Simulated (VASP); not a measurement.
Wanted: the native input for a VASP 6.6.1 run.

```yaml
Task: single point
Functional: PBEsol
Potentials_or_basis: VASP PAW PBE potentials, release 64 (Si, Ge_d)
Cutoff: 520 eV
k_mesh: 12 × 12 × 6
Occupations: gaussian, width 0.02 eV
Spin: no spin polarisation
Dipole_correction: no
Further_INCAR_settings: ALGO = Normal; EDIFF = 1e-07; NBANDS = 26
```

The structure of SiGe lies in POSCAR:

```
SiGe
1.0
    4.0176148143      0.0000000000      0.0000000000
   -2.0088074071      3.4793564918      0.0000000000
    0.0000000000      0.0000000000      6.6366945583
Si Ge
2 2
Direct
    0.6666666667      0.3333333333      0.8747673200
    0.3333333333      0.6666666667      0.3747673200
    0.6666666667      0.3333333333      0.5002316800
    0.3333333333      0.6666666667      0.0002316800
```

One way to write it, as run:

INCAR

```
SYSTEM = SiGe
PREC = Accurate
ENCUT = 520
EDIFF = 1E-7
ISMEAR = 0
SIGMA = 0.02
LREAL = .False.
LASPH = .True.
NELM = 80
ALGO = Normal
ISIF = 2
LWAVE = .False.
LCHARG = .False.
GGA = PS
NBANDS = 26
```

KPOINTS

```
regular mesh
0
Gamma
  12 12 6
  0 0 0
```

Potentials or basis: VASP PAW PBE potentials, release 64 (Si, Ge_d).

The run is started by

```console
$ cat potpaw_PBE.64/Si/POTCAR potpaw_PBE.64/Ge_d/POTCAR > POTCAR
$ mpirun -np 1 vasp_std > vasp.out
```

Results of the run:

```yaml
Pressure: -5.9 GPa
Band_gap_on_the_k_mesh: 0.17 eV
```

Caveat: the cell stands under tension; semilocal functionals underestimate gaps, and a narrow one can read as zero; the PAW data sets were made with another functional, which shifts forces and pressure a little.

Run time: 73 s on 1 thread of Intel(R) Xeon(R) 6975P-C (Granite Rapids) (shared host), peak memory 0.29 GiB.
